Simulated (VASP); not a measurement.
Here is a VASP 6.6.1 calculation.

INCAR

```
PREC = Accurate ; ENCUT = 500
EDIFF = 1E-6 ; ISMEAR = 0
SIGMA = 0.05 ; LREAL = F
LASPH = T ; NELM = 120
ALGO = Normal ; ISIF = 2
LWAVE = F ; LCHARG = F
GGA = PE ; NBANDS = 12
GGA_COMPAT = F
```

Contents of KPOINTS:

```
Automatic mesh
0
Gamma
  8 8 8
```

The input POSCAR:

```
Ga
1.0
    0.0000000000      2.1332390825      2.1332390825
    2.1332390825      0.0000000000      2.1332390825
    2.1332390825      2.1332390825      0.0000000000
Ga
1
Direct
    0.0000000000      0.0000000000      0.0000000000
```

Potentials or basis: VASP PAW PBE potentials, release 64 (Ga_d).

Run with:

```sh
$ cat potpaw_PBE.64/Ga_d/POTCAR > POTCAR
$ mpirun -np 1 vasp_std > vasp.out
```

(1) Predict the pressure.

## Answers

(1) -0.9 GPa.
